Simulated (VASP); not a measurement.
# HfS2 (P-3m1) in VASP: further runs

The runs below take HfS2 through vibrations by perturbation theory, with LDA.

All numbers are computed with VASP 6.6.1; they aren't measurements. Logs are shortened: lines on timing, memory, paths and dates and some standing lists are left out, and cuts for length are marked.

## Step 1: The cell of the first run

The structure is trigonal, space group P-3m1 (No. 164). The conventional cell has a = 3.469 Å, b = 3.469 Å, c = 5.347 Å, α = 90.00°, β = 90.00°, γ = 120.00°. Within 3.3 Å of Hf (site symmetry -3m) lie 6 S at 2.48 Å. S (site symmetry 3m) has 3 Hf at 2.48 Å and 3 S at 3.14 Å within 3.3 Å.

## Step 2: Vibrations by perturbation theory, LDA

INCAR

```
ALGO = Normal
EDIFF = 1E-8
ENCUT = 500
GGA_COMPAT = F
IBRION = 8
ISIF = 2
ISMEAR = -1
LASPH = T
LCHARG = T
LREAL = F
LWAVE = F
NELM = 120
NSW = 1
PREC = Accurate
SIGMA = 0.15
```

KPOINTS

```
k-points
0
Gamma
  12 12 8
```

POSCAR

```
HfS2
1.0
    3.4686542081      0.0000000000      0.0000000000
   -1.7343271041      3.0039426611      0.0000000000
    0.0000000000      0.0000000000      5.3474417703
Hf S
1 2
Direct
    0.0000000000      0.0000000000      0.0000000000
    0.6666666667      0.3333333333      0.7255409509
    0.3333333333      0.6666666667      0.2744590491
```

Potentials or basis: VASP PAW LDA potentials, release 64 (Hf_pv, S).

Run with:

```console
> cat potpaw_LDA.64/Hf_pv/POTCAR potpaw_LDA.64/S/POTCAR > POTCAR
> mpirun -np 1 vasp_std > vasp.out
```

OUTCAR:

```text
EDIFF = 1E-8
   ENCUT = 500
   IBRION = 8
   ISIF = 2
   ISMEAR = -1
   LASPH = T
   LREAL = F
   NELM = 120
   NSW = 1
   PREC = Accurate

 ion  position               nearest neighbor table
   1  0.000  0.000  0.000-   2 2.48   3 2.48   3 2.48   2 2.48   2 2.48   3 2.48
   2  0.667  0.333  0.726-   1 2.48   1 2.48   1 2.48
   3  0.333  0.667  0.274-   1 2.48   1 2.48   1 2.48

  LATTYP: Found a hexagonal cell.
 ALAT       =     3.4686542081
 C/A-ratio  =     1.5416474083

  Lattice vectors:

 A1 = (   3.4686542081,   0.0000000000,   0.0000000000)
 A2 = (  -1.7343271041,   3.0039426611,   0.0000000000)
 A3 = (   0.0000000000,   0.0000000000,   5.3474417703)

Analysis of symmetry for initial positions (statically):
=====================================================================
 Subroutine PRICEL returns:
 Original cell was already a primitive cell.

 Routine SETGRP: Setting up the symmetry group for a
 hexagonal supercell.

 Subroutine GETGRP returns: Found 12 space group operations
 (whereof 12 operations were pure point group operations)
 out of a pool of 24 trial point group operations.

The static configuration has the point symmetry D_3d.

Analysis of symmetry for dynamics (positions and initial velocities):
=====================================================================
 Subroutine PRICEL returns:
 Original cell was already a primitive cell.

 Routine SETGRP: Setting up the symmetry group for a
 hexagonal supercell.

 Subroutine GETGRP returns: Found 12 space group operations
 (whereof 12 operations were pure point group operations)
 out of a pool of 24 trial point group operations.

The dynamic configuration has the point symmetry D_3d.

 Subroutine INISYM returns: Found 12 space group operations
 (whereof 12 operations are pure point group operations),
 and found     1 'primitive' translations

----------------------------------------------------------------------------------------

                                     Primitive cell

  volume of cell :      55.7184

  direct lattice vectors                    reciprocal lattice vectors
     3.468654208  0.000000000  0.000000000     0.288296250  0.166447917  0.000000000
    -1.734327104  3.003942661  0.000000000     0.000000000  0.332895835  0.000000000
     0.000000000  0.000000000  5.347441770     0.000000000  0.000000000  0.187005309

  length of vectors
     3.468654208  3.468654208  5.347441770     0.332895835  0.332895835  0.187005309

  position of ions in fractional coordinates (direct lattice)
     0.000000000  0.000000000  0.000000000
     0.666666667  0.333333333  0.725540951
     0.333333333  0.666666667  0.274459049

  ion indices of the primitive-cell ions
   primitive index   ion index
                 1           1
                 2           2
                 3           3

----------------------------------------------------------------------------------------

 KPOINTS: k-points

Automatic generation of k-mesh.
 Grid dimensions read from file:
 generate k-points for:   12   12    8

 Generating k-lattice:

[... 100 lines left out ...]

 number of electron      22.0000000 magnetization

 Free energy of the ion-electron system (eV)
  ---------------------------------------------------
  ext. energy  EPLUGINS =         0.00000000
  ---------------------------------------------------
  free energy    TOTEN  =       -24.77980170 eV

  energy without entropy =      -24.76104769  energy(sigma->0) =      -24.77042470

 E-fermi :   5.4802     XC(G=0): -10.9520

 val. band max:        5.2667485364   @ k =   0.0833   0.0833   0.0000
 cond. band min:       5.5297757361   @ k =   0.0833   0.0000   0.0000
 fundamental gap:      0.2630271997
 Fermi energy:         5.4801773376

 k-point     1 :       0.0000    0.0000    0.0000
  band No.  band energies     occupation
      1     -25.2319      2.00000
      2     -25.0688      2.00000
      3     -25.0688      2.00000
      4      -8.8233      2.00000
      5      -6.2767      2.00000
      6      -0.8327      2.00000
      7       2.1721      2.00000
      8       2.1721      2.00000
      9       5.2016      1.72991
     10       5.2016      1.72991
     11       5.6611      0.46082
     12       7.0264      0.00007
     13       7.0264      0.00007
     14       7.3420      0.00001
[... 401 lines left out ...]
      2     -25.1536      2.00000
      3     -25.0875      2.00000
      4      -8.3880      2.00000
      5      -6.4593      2.00000
      6      -0.2524      2.00000
      7       1.9850      2.00000
      8       2.2803      2.00000
      9       2.9919      2.00000
     10       4.5678      1.99544
     11       5.1488      1.80214
     12       6.7071      0.00056
     13       7.8168      0.00000
     14       8.1716      0.00000
     15      10.0781      0.00000

 [... further k-points ...]
[... 5 lines left out ...]
  --------------------------------------------------------------------------------------
  -------------------------------------------------------------------------------------
  Total        2.0333513      2.0333513      2.0093489     -0.0000000     -0.0000000     -0.0000000
  in kB       58.4688156     58.4688156     57.7786288     -0.0000000     -0.0000000     -0.0000000
  external PRESSURE =      58.2387533 kB  Pullay stress =       0.0000000 kB

 VOLUME and BASIS-vectors are now :
 -----------------------------------------------------------------------------
  energy-cutoff  :      500.00
  volume of cell :       55.72
      direct lattice vectors                 reciprocal lattice vectors
     3.468654208  0.000000000  0.000000000     0.288296250  0.166447917  0.000000000
    -1.734327104  3.003942661  0.000000000     0.000000000  0.332895835  0.000000000
     0.000000000  0.000000000  5.347441770     0.000000000  0.000000000  0.187005309

 POSITION                                       TOTAL-FORCE (eV/Angst)
 -----------------------------------------------------------------------------------
      0.00000      0.00000      0.00000         0.000000      0.000000     -0.000000
      1.73433      1.00131      3.87979        -0.000000     -0.000000      0.032569
     -0.00000      2.00263      1.46765        -0.000000      0.000000     -0.032569
 -----------------------------------------------------------------------------------
    total drift:                                0.000000     -0.000000     -0.000000

  FREE ENERGIE OF THE ION-ELECTRON SYSTEM (eV)
  ---------------------------------------------------
  free  energy   TOTEN  =       -24.7798017015 eV

  energy  without entropy=      -24.7610476887  energy(sigma->0) =      -24.77042470

[... ionic steps 2 to 3 ...]

--------------------------------------- Ionic step        4  -------------------------------------------

------------------------ aborting loop because EDIFF is reached ----------------------------------------
[... 11 lines left out ...]
[... ionic steps 8 to 8 ...]

--------------------------------------- Ionic step        9  -------------------------------------------

 Free energy of the ion-electron system (eV)
  ---------------------------------------------------
  ---------------------------------------------------
  free energy    TOTEN  =        -0.12333248 eV

  energy without entropy =       -0.12334763

------------------------ aborting loop because EDIFF is reached ----------------------------------------

 INTERNAL STRAIN TENSOR  FOR ION    2  DIRECTION 3   (eV/Angst):
 -----------------------------------------------------------------------------
    11.51090 -0.00000 -0.00000
    -0.00000 11.51090  0.00000
     0.00000 -0.00000 16.00654

 INTERNAL STRAIN TENSOR FOR ION    3 for displacements in x,y,z  (eV/Angst):
          X           Y           Z          XY          YZ          ZX
  --------------------------------------------------------------------------------
  x    -0.00000     0.00000     0.00000     4.73301     0.00000   -10.91957
  y     4.73301    -4.73301     0.00000     0.00000   -11.87094     0.00000
  z   -11.51090   -11.51090   -16.00654     0.00000     0.00000     0.00000

 SECOND DERIVATIVES (NOT SYMMETRIZED)
 ------------------------------------
               1X          1Y          1Z          2X          2Y          2Z          3X          3Y          3Z
  1X    -5.295730    0.000000    0.000000    2.647865   -0.000000    0.000000    2.647865   -0.000000    0.000000
  1Y     0.000000   -5.295730    0.000000   -0.000000    2.647865    0.000000   -0.000000    2.647865    0.000000
  1Z     0.000000   -0.000000  -18.703637    0.000000   -0.000000    9.351818   -0.000000   -0.000000    9.351818
  2X     2.657518   -0.000000   -0.000000   -5.710320    0.000000    0.000000    3.052803   -0.000000    0.000000
  2Y    -0.000000    2.657518    0.000000    0.000000   -5.710320    0.000000   -0.000000    3.052803   -0.000000
  2Z     0.000000    0.000000    9.350407   -0.000000    0.000000  -12.510421    0.000000   -0.000000    3.160014
  3X     2.657518   -0.000000   -0.000000    3.052803   -0.000000    0.000000   -5.710320    0.000000    0.000000
  3Y    -0.000000    2.657518    0.000000   -0.000000    3.052803   -0.000000    0.000000   -5.710320    0.000000
  3Z     0.000000    0.000000    9.350407    0.000000   -0.000000    3.160014   -0.000000    0.000000  -12.510421

 Eigenvectors and eigenvalues of the dynamical matrix
 ----------------------------------------------------

   1 f  =   10.928709 THz    68.667102 2PiTHz  364.542482 cm-1    45.197487 meV
             X         Y         Z           dx          dy          dz
      0.000000  0.000000  0.000000    -0.000000   -0.000000    0.000000
      1.734327  1.001314  3.879788    -0.000000   -0.000000   -0.707107
     -0.000000  2.002628  1.467654     0.000000   -0.000000    0.707107
[... 43 lines left out ...]
   9 f/i=    0.004204 THz     0.026416 2PiTHz    0.140240 cm-1     0.017387 meV
             X         Y         Z           dx          dy          dz
      0.000000  0.000000  0.000000    -0.663829    0.543791    0.000000
      1.734327  1.001314  3.879788    -0.280855    0.230069    0.000000
     -0.000000  2.002628  1.467654    -0.280855    0.230069    0.000000

--------------------------------------------------------------------------------------------------------

 ELASTIC MODULI CONTR FROM IONIC RELAXATION (kBar)
 Direction    XX          YY          ZZ          XY          YZ          ZX
 --------------------------------------------------------------------------------
 XX        -633.2860   -339.2584   -676.1880      0.0000    368.7275     -0.0000
 YY        -339.2584   -633.2860   -676.1880      0.0000   -368.7275      0.0000
 ZZ        -676.1880   -676.1880   -940.2764      0.0000     -0.0000      0.0000
 XY           0.0000      0.0000      0.0000   -147.0138      0.0000    339.1767
 YZ         368.7275   -368.7275     -0.0000      0.0000   -924.8110      0.0000
 ZX          -0.0000      0.0000      0.0000    339.1767      0.0000   -782.5171
 --------------------------------------------------------------------------------
```

It took 15 min on 1 thread of Intel Xeon 6975P-C (Granite Rapids), shared host; peak memory 0.96 GiB.

Results:

```yaml
Highest_phonon_frequency_at_Γ_LO-TO_splitting_left_out: 365 cm⁻¹
```

Phonon frequencies in cm⁻¹ (negative: imaginary):
| q point | frequencies |
| --- | --- |
| (0.000, 0.000, 0.000) | 0 0 0 175 175 273 273 328 365 |

Caveat: the cell stands under pressure or tension, which shifts response properties; spin-orbit coupling is left out, which moves the levels of the heavy elements.

## Step 3: Vibrations by perturbation theory, LDA

This run uses another cell than the first one, of 19.14 Å³/atom.

INCAR

```
SYSTEM = HfS2
  ALGO = Normal
  EDIFF = 1E-8
  ENCUT = 500
  GGA = CA
  GGA_COMPAT = .False.
  IBRION = 8
  ISIF = 2
  ISMEAR = 0
  LASPH = .True.
  LCHARG = .True.
  LREAL = .False.
  LWAVE = .False.
  NBANDS = 18
  NELM = 120
  NSW = 1
  PREC = Accurate
  SIGMA = 0.01
```

KPOINTS

```
k-points
0
Gamma
  12 12 8
  0 0 0
```

POSCAR

```
HfS2
1.0
    3.4972261673      0.0000000000      0.0000000000
   -1.7486130837      3.0286867037      0.0000000000
    0.0000000000      0.0000000000      5.4215200909
Hf S
1 2
Direct
    0.0000000000      0.0000000000      0.0000000000
    0.6666666667      0.3333333333      0.7307440586
    0.3333333333      0.6666666667      0.2692559414
```

Potentials or basis: VASP PAW LDA potentials, release 64 (Hf_pv, S).

Run with:

```console
> cat potpaw_LDA.64/Hf_pv/POTCAR potpaw_LDA.64/S/POTCAR > POTCAR
> mpirun -np 1 vasp_std > vasp.out
```

OUTCAR:

```text
SYSTEM = HfS2
   EDIFF = 1E-8
   ENCUT = 500
   GGA = CA
   IBRION = 8
   ISIF = 2
   ISMEAR = 0
   LASPH = .True.
   LREAL = .False.
   NELM = 120
   NSW = 1
   PREC = Accurate

 ion  position               nearest neighbor table
   1  0.000  0.000  0.000-   2 2.49   3 2.49   2 2.49   3 2.49   2 2.49   3 2.49
   2  0.667  0.333  0.731-   1 2.49   1 2.49   1 2.49
   3  0.333  0.667  0.269-   1 2.49   1 2.49   1 2.49

  LATTYP: Found a hexagonal cell.
 ALAT       =     3.4972261673
 C/A-ratio  =     1.5502343376

  Lattice vectors:

 A1 = (   3.4972261673,   0.0000000000,   0.0000000000)
 A2 = (  -1.7486130837,   3.0286867037,   0.0000000000)
 A3 = (   0.0000000000,   0.0000000000,   5.4215200909)

Analysis of symmetry for initial positions (statically):
=====================================================================
 Subroutine PRICEL returns:
 Original cell was already a primitive cell.

 Routine SETGRP: Setting up the symmetry group for a
 hexagonal supercell.

 Subroutine GETGRP returns: Found 12 space group operations
 (whereof 12 operations were pure point group operations)
 out of a pool of 24 trial point group operations.

The static configuration has the point symmetry D_3d.

Analysis of symmetry for dynamics (positions and initial velocities):
=====================================================================
 Subroutine PRICEL returns:
 Original cell was already a primitive cell.

[... 709 lines left out ...]

------------------------ aborting loop because EDIFF is reached ----------------------------------------
[... 11 lines left out ...]
[... ionic steps 8 to 8 ...]

--------------------------------------- Ionic step        9  -------------------------------------------

 Free energy of the ion-electron system (eV)
  ---------------------------------------------------
  ---------------------------------------------------
  free energy    TOTEN  =        -0.12338285 eV

  energy without entropy =       -0.12338285

------------------------ aborting loop because EDIFF is reached ----------------------------------------

 INTERNAL STRAIN TENSOR  FOR ION    2  DIRECTION 3   (eV/Angst):
 -----------------------------------------------------------------------------
    11.11902 -0.00000  0.00000
    -0.00000 11.11902  0.00000
     0.00000  0.00000 16.20488

 INTERNAL STRAIN TENSOR FOR ION    3 for displacements in x,y,z  (eV/Angst):
          X           Y           Z          XY          YZ          ZX
  --------------------------------------------------------------------------------
  x    -0.00000     0.00000     0.00000     4.51615     0.00000   -10.95815
  y     4.51615    -4.51615     0.00000     0.00000   -11.92257     0.00000
  z   -11.11902   -11.11902   -16.20488     0.00000     0.00000    -0.00000

 SECOND DERIVATIVES (NOT SYMMETRIZED)
 ------------------------------------
               1X          1Y          1Z          2X          2Y          2Z          3X          3Y          3Z
  1X    -4.675354    0.000000    0.000000    2.337677   -0.000000    0.000000    2.337677   -0.000000    0.000000
  1Y     0.000000   -4.675354    0.000000   -0.000000    2.337677    0.000000   -0.000000    2.337677    0.000000
  1Z     0.000000    0.000000  -17.745004   -0.000000   -0.000000    8.872502   -0.000000    0.000000    8.872502
  2X     2.345884   -0.000000   -0.000000   -5.506228    0.000000    0.000000    3.160344   -0.000000    0.000000
  2Y    -0.000000    2.345884    0.000000    0.000000   -5.506228   -0.000000   -0.000000    3.160344    0.000000
  2Z    -0.000000    0.000000    8.873114   -0.000000    0.000000  -11.897162    0.000000    0.000000    3.024048
  3X     2.345884   -0.000000   -0.000000    3.160344   -0.000000    0.000000   -5.506228    0.000000    0.000000
  3Y    -0.000000    2.345884    0.000000   -0.000000    3.160344    0.000000    0.000000   -5.506228   -0.000000
  3Z    -0.000000    0.000000    8.873114    0.000000    0.000000    3.024048   -0.000000    0.000000  -11.897162

 Eigenvectors and eigenvalues of the dynamical matrix
 ----------------------------------------------------

   1 f  =   10.664251 THz    67.005466 2PiTHz  355.721127 cm-1    44.103779 meV
             X         Y         Z           dx          dy          dz
      0.000000  0.000000  0.000000     0.000000    0.000000    0.000000
      1.748613  1.009562  3.961744     0.000000    0.000000   -0.707107
     -0.000000  2.019124  1.459776    -0.000000   -0.000000    0.707107
[... 43 lines left out ...]
   9 f/i=    0.003805 THz     0.023905 2PiTHz    0.126909 cm-1     0.015735 meV
             X         Y         Z           dx          dy          dz
      0.000000  0.000000  0.000000     0.733293    0.445683    0.000000
      1.748613  1.009562  3.961744     0.310265    0.188574    0.000000
     -0.000000  2.019124  1.459776     0.310265    0.188574    0.000000

--------------------------------------------------------------------------------------------------------

 ELASTIC MODULI CONTR FROM IONIC RELAXATION (kBar)
 Direction    XX          YY          ZZ          XY          YZ          ZX
 --------------------------------------------------------------------------------
 XX        -593.6696   -331.0296   -673.8290      0.0000    346.6829     -0.0000
 YY        -331.0296   -593.6696   -673.8290      0.0000   -346.6829      0.0000
 ZZ        -673.8290   -673.8290   -982.0394      0.0000     -0.0000      0.0000
 XY           0.0000      0.0000      0.0000   -131.3200      0.0000    318.6397
 YZ         346.6829   -346.6829     -0.0000      0.0000   -915.2376      0.0000
 ZX          -0.0000      0.0000      0.0000    318.6397      0.0000   -773.1592
 --------------------------------------------------------------------------------
```

OSZICAR:

```text
N       E                     dE             d eps       ncg     rms          rms(c)
DAV:   1     0.845411302409E+02    0.84541E+02   -0.10866E+04  4716   0.108E+03
DAV:   2    -0.216998722384E+02   -0.10624E+03   -0.10311E+03  6286   0.234E+02
DAV:   3    -0.263277002352E+02   -0.46278E+01   -0.46092E+01  6168   0.417E+01
DAV:   4    -0.263754412532E+02   -0.47741E-01   -0.47717E-01  6390   0.498E+00
[... 96 lines left out ...]
RMM:  15    -0.123382849723E+00    0.32739E-08    0.21992E-07  8124   0.800E-05    0.666E-06
RMM:  16    -0.123382849988E+00   -0.26465E-09    0.22749E-07  5744   0.797E-05    0.179E-06
RMM:  17    -0.123382850106E+00   -0.11809E-09    0.26231E-07  5120   0.797E-05    0.729E-07
RMM:  18    -0.123382850199E+00   -0.93383E-10    0.24075E-07  4963   0.797E-05    0.219E-07
RMM:  19    -0.123382850298E+00   -0.98879E-10    0.25890E-07  4855   0.797E-05    0.349E-08
 Linear response finished
```

Run time: 13 min. Hardware: 1 thread of Intel Xeon 6975P-C (Granite Rapids), shared host; peak memory 1.3 GiB.

What came out:

- Highest phonon frequency at Γ, LO-TO splitting left out: 356 cm⁻¹

Phonon frequencies in cm⁻¹ (negative: imaginary):
```csv
q point,frequencies
"(0.000, 0.000, 0.000)",0 0 0 164 164 271 271 320 356
```

Caveat: the cell stands under pressure or tension, which shifts response properties; spin-orbit coupling is left out, which moves the levels of the heavy elements.
